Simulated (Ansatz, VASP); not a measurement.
## Two plane-wave programs on CsI

```xyz
2
Lattice="4.6660 0.0000 0.0000 0.0000 4.6660 0.0000 0.0000 0.0000 4.6660" Properties=species:S:1:pos:R:3 pbc="T T T"
Cs    0.0000    0.0000    0.0000
I     2.3330    2.3330    2.3330
```

Alike in both runs: task single point; functional PBE; k mesh 6 × 6 × 6; occupations gaussian, width 0.02 eV; no spin polarisation.

```csv
,VASP,Ansatz
version,VASP 6.6.1,Ansatz 0.2.0
potentials or method,"VASP PAW PBE potentials, release 64 (Cs_sv, I), cutoff 500 eV","scalar-relativistic, plane waves, PAW"
valence electrons in the cell,16,26
```

```csv
,VASP,Ansatz,Ansatz less VASP
gap on the k mesh at the Fermi level (eV),3.68,3.69,+0.011
least direct gap on the mesh (eV),3.77,3.78,+0.009
pressure (GPa),0.0,0.0,-0.02
```

The functional is the same, so the differences come from potentials, cutoffs and numerics. VASP's potentials hold 16 valence electrons a cell and Ansatz's 26, so a difference there can come from the potentials and not from the codes.

Spin-orbit coupling is off throughout.
